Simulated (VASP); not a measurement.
# Ga5N2: relaxation of cell and atoms with PBE

The system is Ga5N2.

```
Ga N
1.0
     5.71040    0.00000    0.00000
    -2.85520    4.94535    0.00000
     0.00000    0.00000    4.67399
Ga N
5 2
Direct
  0.50000 0.00000 0.00000
  0.00000 0.50000 0.00000
  0.50000 0.50000 0.00000
  0.33333 0.66667 0.50000
  0.66667 0.33333 0.50000
  0.00000 0.00000 0.61953
  0.00000 0.00000 0.38047
```

The cell was generated, and may not be a known phase.

```
Program                : VASP 6.6.1
Task                   : relaxation of cell and atoms
Functional             : PBE
Potentials or basis    : VASP PAW PBE potentials, release 64 (Ga_d, N)
Cutoff                 : 600 eV
k mesh                 : 12 × 12 × 8
Occupations            : gaussian, width 0.1 eV
Spin                   : no spin polarisation
Dipole correction      : no
Further INCAR settings : ALGO = Normal; EDIFF = 1e-07; IBRION = 2; EDIFFG = -0.01; NSW = 100; ISIF = 3
```

| Property | Result |
| --- | --- |
| Relaxed volume | 19.13 Å³/atom |
| Relaxed cell | a = 5.721 Å, b = 5.721 Å, c = 4.724 Å, α = 90.00°, β = 90.00°, γ = 120.00° |
| Space group after relaxing (to 0.1 Å) | P6/mmm (No. 191) |
| Energy gained by relaxing | 1.7 meV/atom |
| Ionic steps | 17 |
| Pressure after relaxing | 0.0 GPa |
| Band gap on the k mesh | zero (an odd number of electrons rules out a gap without spin polarisation) |

The path:
```
step  energy change (eV)  largest force (eV/Å)  pressure (GPa)  volume (Å³)
   1              0.0000                1.3394            1.22       131.99
   2              0.8057                9.5282           -5.79       134.74
   3             -0.0073                0.3701            0.29       132.21
   4             -0.0076                0.1349            0.44       132.17
   5             -0.0076                0.0890            0.48       132.16
   6             -0.0104                0.0718            0.19       133.10
   7             -0.0115                0.0512           -0.05       134.07
   8             -0.0115                0.0505           -0.04       134.11
   9             -0.0115                0.0486           -0.07       134.21
  10             -0.0115                0.0491           -0.06       134.16
  11             -0.0103                0.5545            0.27       134.07
  12             -0.0115                0.0131           -0.03       134.15
  13             -0.0116                0.0129            0.00       134.07
  14             -0.0116                0.0127            0.01       133.95
  15             -0.0116                0.0127            0.01       133.90
  16             -0.0115                0.1996           -0.11       133.94
  17             -0.0116                0.0017            0.01       133.90
```

Final structure:
```
Ga N
1.0
     5.72106    0.00000    0.00000
    -2.86053    4.95458    0.00000
     0.00000    0.00000    4.72392
Ga N
5 2
Direct
  0.50000 0.00000 0.00000
  0.00000 0.50000 0.00000
  0.50000 0.50000 0.00000
  0.33333 0.66667 0.50000
  0.66667 0.33333 0.50000
  0.00000 0.00000 0.61933
  0.00000 0.00000 0.38067
```

Levels at points of the mesh, in eV from the Fermi level:
```tsv
k point	band 33	band 34	band 35	band 36	band 37	band 38	band 39	band 40	band 41	band 42
(0.00, 0.00, 0.00)	-4.20	-4.20	-3.03	-2.54	-0.52	-0.52	0.97	1.71	1.71	2.12
(0.50, 0.00, 0.00)	-4.29	-2.30	-2.26	-2.02	-0.80	-0.61	1.25	1.65	1.80	2.31
(0.00, 0.00, 0.50)	-3.79	-3.62	-3.13	-3.13	-1.53	-1.53	-0.97	-0.97	3.10	3.10
(0.50, 0.00, 0.50)	-5.80	-5.29	-3.83	-1.41	-1.19	0.59	1.54	1.69	3.03	3.14
```

Wall time 34 min on 1 × NVIDIA H100 80GB with 1 thread of AMD EPYC 7R13 Processor (Zen 3), with other jobs on the host, peak memory 1.7 GiB.

Caveat: the standard files for N, O and F lose accuracy on very short bonds.
